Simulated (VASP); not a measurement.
GaAs, 2 atoms in the cell. Symmetry: Pm-3m, No. 221, cubic system. The conventional cell has a = 3.313 Å, b = 3.313 Å, c = 3.313 Å, α = 90.00°, β = 90.00°, γ = 90.00°. Ga (site symmetry m-3m) has 8 As at 2.87 Å and 6 Ga at 3.31 Å within 3.8 Å. As (site symmetry m-3m) has 8 Ga at 2.87 Å and 6 As at 3.31 Å within 3.8 Å. 

```yaml
Program: VASP 6.6.1
Task: single point
Functional: r2SCAN
Dispersion: rVV10
Potentials_or_basis: VASP PAW PBE potentials, release 64 (Ga_d, As)
Cutoff: 520 eV
k_mesh: 8 × 8 × 8
Occupations: fermi-dirac, width 0.03 eV
Spin: no spin polarisation
Dipole_correction: no
Further_INCAR_settings: ALGO = Normal; EDIFF = 1e-06; NBANDS = 16
```

Potentials or basis: VASP PAW PBE potentials, release 64 (Ga_d, As).

Launch:

```console
$ cat potpaw_PBE.64/Ga_d/POTCAR potpaw_PBE.64/As/POTCAR > POTCAR
$ cp INCAR.step1 INCAR
$ mpirun -np 1 vasp_std > vasp.out
$ cp INCAR.step2 INCAR
$ mpirun -np 1 vasp_std > vasp.out
```

Hardware: 1 thread of AMD EPYC 7R13, on a shared host.

Task: How long does it take, and how much memory?

Result: It took 2.5 min on 1 thread of AMD EPYC 7R13, on a shared host, peak memory 0.24 GiB. Counts: k points 35.
